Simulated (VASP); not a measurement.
Runs of VASP 6.6.1 on NbIn2S3. The structure is that of space group P4mm (No. 99), or close to it. The cells are those of the table. 

| task | spin | cell | k mesh | cutoff (eV) | gap on the mesh (eV) | pressure (GPa) | largest force (eV/Å) |
| --- | --- | --- | --- | --- | --- | --- | --- |
| single point | off | a = 3.866, b = 3.866, c = 8.208 Å, 6 atoms | 4 × 4 × 2 | 520 | none | 0.4 | 1.39 |
| single point | collinear, zero start | a = 3.866, b = 3.866, c = 8.208 Å, 6 atoms | 4 × 4 × 2 | 520 | none | 0.4 | 1.39 |
| relaxation of cell and atoms | off | relaxed from a = 3.358, b = 3.358, c = 11.174 Å, 6 atoms | 6 × 6 × 2 | 600 | none | 0.1 | 0.04 |
| single point | off | a = 3.358, b = 3.358, c = 11.174 Å, 6 atoms | 4 × 4 × 2 | 520 | none | -0.1 | 0.04 |
| single point | off | a = 3.374, b = 3.374, c = 11.062 Å, 6 atoms | 6 × 6 × 2 | 520 | none | (a) | 0.02 |

Alike in all rows: level PBE; potentials or basis VASP PAW PBE potentials, release 64 (Nb_sv, In_d, S); smearing gaussian 0.1 eV.

Question: Fill in the values left out.

Answer: (a) -0.3.

Caveats: some runs use coarse meshes; spin-orbit coupling is left out, which moves the levels of the heavy elements; forces of over 1 eV/Å act on the atoms, so gaps and moduli don't describe the material at rest (some runs).

A k mesh can miss the band edges, and the runs leave out spin-orbit coupling on In, Nb.

A gap of «none» marks levels without a gap at the run's occupations.
